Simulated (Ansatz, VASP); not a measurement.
# One calculation of YZr2O2, two programs

```
Y Zr O
1.0
     4.06005    0.00000    0.00000
    -2.03002    3.51610    0.00000
     0.00000    0.00000    5.62156
Y Zr O
1 2 2
Direct
  0.00000 0.00000 0.02855
  0.33333 0.66667 0.53975
  0.66667 0.33333 0.53975
  0.33333 0.66667 0.05981
  0.66667 0.33333 0.05981
```

Alike in both runs: task relaxation of cell and atoms; functional PBE; k mesh 6 × 6 × 4; occupations gaussian, width 0.1 eV; no spin polarisation.

|  | VASP | Ansatz |
| --- | --- | --- |
| version | VASP 6.6.1 | Ansatz 0.2.0 |
| potentials or method | VASP PAW PBE potentials, release 64 (Y_sv, Zr_sv, O), cutoff 600 eV | scalar-relativistic, plane waves, PAW |
| valence electrons in the cell | 47 | 47 |

Ansatz gave:

```
gap on the k mesh at the Fermi level, each at its own relaxed structure (eV) : none
relaxed volume (Å³/atom)                                                     : 18.15
relaxed cell length with the largest relative difference (Å)                 : 5.058
```

**Question.** What did VASP give for the same quantities?

**Answer.** gap on the k mesh at the Fermi level, each at its own relaxed structure (eV): none; relaxed volume (Å³/atom): 17.86; relaxed cell length with the largest relative difference (Å): 5.013.

A gap of «none» marks a metal or a gap that the smearing closes.
